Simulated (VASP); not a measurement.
# C11O in VASP: notebook

The runs below take C11O through single point, with PBE+D3(BJ).

Program: VASP 6.6.1. These are calculated values, not measurements. Logs are shortened: lines on timing, memory, paths and dates and some standing lists are left out, and cuts for length are marked.

### Step 1. The cell of the first run

The cell holds a slab with vacuum, 12 atoms: a = 3.647 Å, b = 4.269 Å, c = 23.181 Å, α = 90.00°, β = 90.00°, γ = 112.97°.

### Step 2. Single point, PBE+D3(BJ)

Contents of INCAR:

```
  PREC = Accurate
  ENCUT = 520
  EDIFF = 1E-6
  ISMEAR = 0
  SIGMA = 0.05
  LREAL = False
  LASPH = True
  NELM = 80
  ALGO = Normal
  ISIF = 2
  LWAVE = False
  LCHARG = False
  LDIPOL = True
  IDIPOL = 3
  DIPOL = 0.5 0.5 0.322
  GGA = PE
  IVDW = 12
  NBANDS = 37
```

Contents of KPOINTS:

```
Automatic mesh
0
Gamma
  8 7 1
```

Contents of POSCAR:

```
C11O
1.0
    3.6473242347      0.0000000000      0.0000000000
   -1.6658829406      3.9310150970      0.0000000000
    0.0000000000      0.0000000000     23.1809581692
C O
11 1
Direct
    0.5001799340      0.3333933113      0.1725554212
    0.4998200660      0.6666066887      0.1725554212
    0.5001799340      0.8333933113      0.2257231425
    0.4998200660      0.1666066887      0.2257231425
    0.5000212331      0.3353169669      0.2788716798
    0.4999787669      0.6646830331      0.2788716798
    0.5001286273      0.8366480408      0.3322552327
    0.4998713727      0.1633519592      0.3322552327
    0.4997623703      0.3544335274      0.3809574266
    0.5002376297      0.6455664726      0.3809574266
    0.4997623703      0.6044335274      0.5686114471
    0.4997623703      0.6044335274      0.5190017635
```

Potentials or basis: VASP PAW PBE potentials, release 64 (C, O).

Started as:

```console
$ cat potpaw_PBE.64/C/POTCAR potpaw_PBE.64/O/POTCAR > POTCAR
$ mpirun -np 1 vasp_std > vasp.out
```

OUTCAR:

```text
PREC = Accurate
   ENCUT = 520
   EDIFF = 1E-6
   ISMEAR = 0
   LREAL = False
   LASPH = True
   NELM = 80
   ISIF = 2
   GGA = PE
   IVDW = 12
 IVDW          = 12

 ion  position               nearest neighbor table
   1  0.500  0.333  0.173-   4 1.42   2 1.42
   2  0.500  0.667  0.173-   3 1.42   1 1.42
   3  0.500  0.833  0.226-   2 1.42   4 1.42   6 1.43
   4  0.500  0.167  0.226-   1 1.42   3 1.42   5 1.43
   5  0.500  0.335  0.279-   6 1.41   4 1.43   8 1.44
   6  0.500  0.665  0.279-   5 1.41   3 1.43   7 1.44
   7  0.500  0.837  0.332-  10 1.39   8 1.40   6 1.44
   8  0.500  0.163  0.332-   9 1.39   7 1.40   5 1.44
   9  0.500  0.354  0.381-  10 1.24   8 1.39
  10  0.500  0.646  0.381-   9 1.24   7 1.39
  11  0.500  0.604  0.569-  12 1.15
  12  0.500  0.604  0.519-  11 1.15

  LATTYP: Found a simple monoclinic cell.
 ALAT       =     3.6473242347
 B/A-ratio  =     6.3556066523
 C/A-ratio  =     1.1705653965
 COS(beta)  =    -0.3901884655

  Lattice vectors:

 A1 = (   3.6473242347,   0.0000000000,   0.0000000000)
 A2 = (   0.0000000000,   0.0000000000, -23.1809581692)
 A3 = (  -1.6658829406,   3.9310150970,   0.0000000000)

Analysis of symmetry for initial positions (statically):
=====================================================================
 Subroutine PRICEL returns:
 Original cell was already a primitive cell.

 Routine SETGRP: Setting up the symmetry group for a
 simple monoclinic supercell.

 Subroutine GETGRP returns: Found  1 space group operations
 (whereof  1 operations were pure point group operations)
 out of a pool of  4 trial point group operations.

The static configuration has the point symmetry C_1 .

Analysis of symmetry for dynamics (positions and initial velocities):
=====================================================================
 Subroutine PRICEL returns:
 Original cell was already a primitive cell.

 Routine SETGRP: Setting up the symmetry group for a
 simple monoclinic supercell.

 Subroutine GETGRP returns: Found  1 space group operations
 (whereof  1 operations were pure point group operations)
 out of a pool of  4 trial point group operations.

The dynamic configuration has the point symmetry C_1 .

 Subroutine INISYM returns: Found  1 space group operations
 (whereof  1 operations are pure point group operations),
 and found     1 'primitive' translations

----------------------------------------------------------------------------------------

                                     Primitive cell

  volume of cell :     332.3613

  direct lattice vectors                    reciprocal lattice vectors
     3.647324235  0.000000000  0.000000000     0.274173596  0.116189102  0.000000000
    -1.665882941  3.931015097  0.000000000     0.000000000  0.254387219  0.000000000
     0.000000000  0.000000000 23.180958169     0.000000000  0.000000000  0.043138855

  length of vectors
     3.647324235  4.269431539 23.180958169     0.297776876  0.254387219  0.043138855

  position of ions in fractional coordinates (direct lattice)
     0.500179934  0.333393311  0.172555421
     0.499820066  0.666606689  0.172555421
     0.500179934  0.833393311  0.225723143
     0.499820066  0.166606689  0.225723143
     0.500021233  0.335316967  0.278871680
     0.499978767  0.664683033  0.278871680
     0.500128627  0.836648041  0.332255233
     0.499871373  0.163351959  0.332255233
     0.499762370  0.354433527  0.380957427
     0.500237630  0.645566473  0.380957427
     0.499762370  0.604433527  0.568611447
     0.499762370  0.604433527  0.519001764

  ion indices of the primitive-cell ions
   primitive index   ion index
                 1           1
                 2           2
                 3           3
                 4           4
                 5           5
                 6           6
                 7           7
                 8           8
                 9           9
                10          10
                11          11
                12          12

----------------------------------------------------------------------------------------

 KPOINTS: Automatic mesh

Automatic generation of k-mesh.
 Grid dimensions read from file:
 generate k-points for:    8    7    1

 Generating k-lattice:

  Cartesian coordinates                     Fractional coordinates (reciprocal lattice)
     0.034271699  0.014523638  0.000000000     0.125000000 -0.000000000  0.000000000
     0.000000000  0.036341031  0.000000000     0.000000000  0.142857143  0.000000000
     0.000000000  0.000000000  0.043138855     0.000000000  0.000000000  1.000000000

  Length of vectors
     0.037222110  0.036341031  0.043138855

  Shift w.r.t. Gamma in fractional coordinates (k-lattice)
     0.000000000  0.000000000  0.000000000

 Subroutine IBZKPT returns following result:
 ===========================================

 Found     29 irreducible k-points:

 Following reciprocal coordinates:
            Coordinates               Weight
  0.000000  0.000000  0.000000      1.000000
  0.125000  0.000000  0.000000      2.000000
  0.250000  0.000000  0.000000      2.000000
  0.375000  0.000000  0.000000      2.000000
  0.500000  0.000000  0.000000      1.000000
  0.000000  0.142857  0.000000      2.000000
[... 16 lines left out ...]
  0.125000  0.428571  0.000000      2.000000
  0.250000  0.428571  0.000000      2.000000
 [... further k-points ...]
   k-points           NKPTS =     29   k-points in BZ     NKDIM =     29   number of bands    NBANDS=     37
   number of dos      NEDOS =    301   number of ions     NIONS =     12
   total plane-waves  NPLWV = 161280
   dimension x,y,z NGX =    28 NGY =   32 NGZ =  180
   dimension x,y,z NGXF=    56 NGYF=   64 NGZF=  360
   ions per type =              11   1
   NGX,Y,Z   is equivalent  to a cutoff of  12.76, 12.46, 12.91 a.u.
   NGXF,Y,Z  is equivalent  to a cutoff of  25.52, 24.92, 25.82 a.u.
 SYSTEM =  unknown system
   PREC   = accura    normal or accurate (medium, high low for compatibility)
   ISTART =      0    job   : 0-new  1-cont  2-samecut
   ICHARG =      2    charge: 1-file 2-atom 10-const
   ISPIN  =      1    spin polarized calculation?
   LNONCOLLINEAR =      F non collinear calculations
   LSORBIT =      F    spin-orbit coupling
   LASPH  =      T    aspherical Exc in radial PAW
   ENCUT  =  520.0 eV  38.22 Ry    6.18 a.u.   6.78  7.94 43.10*2*pi/ulx,y,z
   NELM   =     80;   NELMIN=  2; NELMDL= -5     # of ELM steps
   EDIFF  = 0.1E-05   stopping-criterion for ELM
   LREAL  =      F    real-space projection
   EDIFFG = 0.1E-04   stopping-criterion for IOM
   NSW    =      0    number of steps for IOM
   IBRION =     -1    ionic relax: 0-MD 1-quasi-New 2-CG
   NFREE  =      0    steps in history (QN), initial steepest desc. (CG)
   ISIF   =      2    stress and relaxation
   ISYM   =      2    0-nonsym 1-usesym 2-fastsym
   POTIM  = 0.5000    time-step for ionic-motion
   TEBEG  =    0.0;   TEEND  =   0.0 temperature during run
   PSTRESS=    0.0 pullay stress
   NELECT =      50.0000    total number of electrons
   NUPDOWN=      -1.0000    fix difference up-down
   EMIN   =  10.00;   EMAX   =-10.00  energy-range for DOS
   EFERMI =   0.00;   METHOD = LEGACY
   ISMEAR =     0;   SIGMA  =   0.05  broadening in eV -4-tet -1-fermi 0-gaus
   EFERMI_NEDOS =   21; number of points for ismear=-14 and -15
   IALGO  =     38    algorithm
   IMIX   =      4    mixing-type and parameters
     AMIX     =   0.40;   BMIX     =  1.00
     AMIX_MAG =   1.60;   BMIX_MAG =  1.00
  volume/ion in A,a.u.               =      27.70       186.91
  Fermi-wavevector in a.u.,A,eV,Ry     =   0.870686  1.645357 10.314486  0.758093
  Thomas-Fermi vector in A             =   1.989686
   LORBIT       =      0    0 simple, 1 ext, 2 COOP (PROOUT), +10 PAW based schemes
   GGA     = PE    functional components
   LHFCALC =     F    Hartree Fock is set to
   AEXX    =    0.0000 exact exchange contribution
   IVDW    =    12    specifies the selected vdW correction
   LEPSILON=     F    determine dielectric tensor
   LRPA    =     F    only Hartree local field effects (RPA)
 non-spin polarized calculation
 Gauss-broadening in eV      SIGMA  =   0.05
  energy-cutoff  :      520.00
  volume of cell :      332.36
 maximum number of plane-waves:      8992
   NGX = 13   NGY = 15   NGZ = 87

 dipolmoment           0.000000      0.000000      0.011877 electrons x Angstroem

 number of electron      50.0000002 magnetization

 dipolmoment           0.000000      0.000000     -0.057431 electrons x Angstroem

 Free energy of the ion-electron system (eV)
  ---------------------------------------------------
  ext. energy  EPLUGINS =         0.00000000
  ---------------------------------------------------
  free energy    TOTEN  =       -97.27300783 eV

  energy without entropy =      -97.26982842  energy(sigma->0) =      -97.27141812

 E-fermi :  -2.8366     XC(G=0):  -4.4338

 val. band max:       -2.8388468930   @ k =  -0.1250   0.4286   0.0000
 cond. band min:      -2.7743180724   @ k =  -0.2500   0.4286   0.0000
 fundamental gap:      0.0645288206
 Fermi energy:        -2.8366057118

 k-point     1 :       0.0000    0.0000    0.0000
  band No.  band energies     occupation
      1     -26.7711      2.00000
      2     -21.5502      2.00000
      3     -19.7035      2.00000
      4     -16.9934      2.00000
      5     -16.1312      2.00000
      6     -15.5281      2.00000
[... 29 lines left out ...]
     36       3.3202      0.00000
     37       4.2417      0.00000
[... 918 lines left out ...]
     36       5.2736      0.00000
     37       5.4497      0.00000

 [... further k-points ...]

------------------------ aborting loop because EDIFF is reached ----------------------------------------

 vacuum level on the upper side and lower side of the slab       (xc-potential included)        -0.361         0.348

 Edisp (eV)   -1.27438

 E8    (eV) :    -0.3729

  FORCE on cell =-STRESS in cart. coord.  units (eV):
  Direction    XX          YY          ZZ          XY          YZ          ZX
  --------------------------------------------------------------------------------------
  -------------------------------------------------------------------------------------
  Total       0.04497    -1.52071    -3.20534     0.59938     0.03079    -0.01329
  in kB       0.21676    -7.33072   -15.45162     2.88936     0.14842    -0.06406
  external pressure =       -7.52 kB  Pullay stress =        0.00 kB

 VOLUME and BASIS-vectors are now :
 -----------------------------------------------------------------------------
  energy-cutoff  :      520.00
  volume of cell :      332.36
      direct lattice vectors                 reciprocal lattice vectors
     3.647324235  0.000000000  0.000000000     0.274173596  0.116189102  0.000000000
    -1.665882941  3.931015097  0.000000000     0.000000000  0.254387219  0.000000000
     0.000000000  0.000000000 23.180958169     0.000000000  0.000000000  0.043138855

 POSITION                                       TOTAL-FORCE (eV/Angst)
 -----------------------------------------------------------------------------------
      1.26892      1.31057      4.00000        -2.626182      6.144404      1.135453
      0.71252      2.62044      4.00000         2.626208     -6.144382      1.135601
      0.43598      3.27608      5.23248        -0.160186      0.382763     -1.175677
      1.54546      0.65493      5.23248         0.159405     -0.380676     -1.175835
      1.26514      1.31814      6.46451         0.008530     -0.010955     -0.003301
      0.71630      2.61288      6.46451        -0.005776      0.004671     -0.001173
      0.43037      3.28888      7.70199        -0.008616      0.018065      0.013654
      1.55107      0.64214      7.70199         0.001693     -0.002020     -0.001766
      1.23235      1.39328      8.83096         0.034415     -0.083123      0.025075
      0.74909      2.53773      8.83096        -0.023364      0.057793     -0.029626
      0.81588      2.37604     13.18096         0.000843     -0.002044     -0.712919
      0.81588      2.37604     12.03096        -0.006970      0.015504      0.790513
 -----------------------------------------------------------------------------------
    total drift:                               -0.000293     -0.000198      0.001475

  FREE ENERGIE OF THE ION-ELECTRON SYSTEM (eV)
  ---------------------------------------------------
  free  energy   TOTEN  =       -98.5473926645 eV

  energy  without entropy=      -98.5442132527  energy(sigma->0) =      -98.54580296

 vacuum level on the upper side and lower side of the slab         2.970         3.696
```

Wall time 9.2 min (1 thread of Intel Xeon Platinum 8488C (Sapphire Rapids), shared host); peak memory 0.53 GiB.

What came out:

```yaml
Free_energy: -98.5474 eV
Largest_force: 6.778 eV/Å
Band_gap_on_the_k_mesh: zero (bands 25 and 26 overlap by 0.74 eV)
Dispersion_energy_per_atom: -0.106 eV
```

Forces in eV/Å, atoms in the order of the input:
```
C   -2.626  6.144  1.135
C    2.626 -6.144  1.136
C   -0.160  0.383 -1.176
C    0.159 -0.381 -1.176
C    0.009 -0.011 -0.003
C   -0.006  0.005 -0.001
C   -0.009  0.018  0.014
C    0.002 -0.002 -0.002
C    0.034 -0.083  0.025
C   -0.023  0.058 -0.030
C    0.001 -0.002 -0.713
O   -0.007  0.016  0.791
```

Levels at points of the mesh, in eV from the Fermi level:
```
           k point  band 22  band 23  band 24  band 25  band 26  band 27  band 28  band 29
(0.00, 0.00, 0.00)    -1.46    -1.38    -1.32     0.63     0.69     1.27     1.75     2.25
(0.50, 0.00, 0.00)    -1.72    -1.07    -0.75     0.08     1.13     1.30     1.93     2.10
```

### Step 3. Single point, PBE+D3(BJ)

Contents of INCAR:

```
SYSTEM = C11O
PREC     = Accurate       ! precision mode
ENCUT    = 520            ! plane-wave cutoff, eV
EDIFF    = 1E-7           ! SCF threshold, eV
ISMEAR   = 0              ! smearing method
SIGMA    = 0.05           ! smearing width, eV
LREAL    = .False.        ! projectors in reciprocal space
LASPH    = .True.         ! aspherical terms in the spheres
NELM     = 60             ! most SCF steps
ALGO     = Normal         ! electronic algorithm
ISIF     = 2              ! what is computed and relaxed
LWAVE    = .False.        ! write WAVECAR
LCHARG   = .False.        ! write CHGCAR
LDIPOL   = .True.       
IDIPOL   = 3            
DIPOL    = 0.5 0.5 0.322
GGA      = PE             ! functional
IVDW     = 12             ! dispersion correction
NBANDS   = 37             ! bands
```

Contents of KPOINTS:

```
regular mesh
0
Gamma
  8 7 1
  0 0 0
```

POSCAR, as its differences from that of step 2:

```diff
@@ -18,3 +18,3 @@
     0.5002376297      0.6455664726      0.3809574266
-    0.4997623703      0.6044335274      0.5686114471
-    0.4997623703      0.6044335274      0.5190017635
+    0.7497623703      0.3544335274      0.5686114471
+    0.7497623703      0.3544335274      0.5190017635
```

Potentials or basis: VASP PAW PBE potentials, release 64 (C, O).

Started as:

```console
$ cat potpaw_PBE.64/C/POTCAR potpaw_PBE.64/O/POTCAR > POTCAR
$ mpirun -np 1 vasp_std > vasp.out
```

It took 10 min on 1 thread of Intel Xeon Platinum 8488C (Sapphire Rapids), shared host; peak memory 0.54 GiB.

The run converged. Its results:

```
Free energy                : -98.5655 eV
Largest force              : 6.778 eV/Å
Band gap on the k mesh     : zero (bands 25 and 26 overlap by 0.74 eV)
Dispersion energy per atom : -0.106 eV
```

Forces on the atoms (eV/Å):
```
C   -2.626  6.144  1.136
C    2.626 -6.144  1.136
C   -0.159  0.382 -1.176
C    0.161 -0.383 -1.176
C    0.006 -0.003  0.001
C   -0.008  0.010 -0.001
C   -0.008  0.005  0.003
C    0.012 -0.021  0.020
C    0.010 -0.057 -0.004
C   -0.032  0.076  0.051
C   -0.003  0.001 -0.723
O    0.021 -0.009  0.733
```

Levels at points of the mesh, in eV from the Fermi level:
```tsv
k point	band 23	band 24	band 25	band 26	band 27	band 28
(0.00, 0.00, 0.00)	-1.38	-1.33	0.63	0.68	1.27	1.75
(0.50, 0.00, 0.00)	-1.07	-0.75	0.08	1.13	1.30	1.93
```

The gap in the log of VASP goes by the Fermi energy; the results here count the filled bands.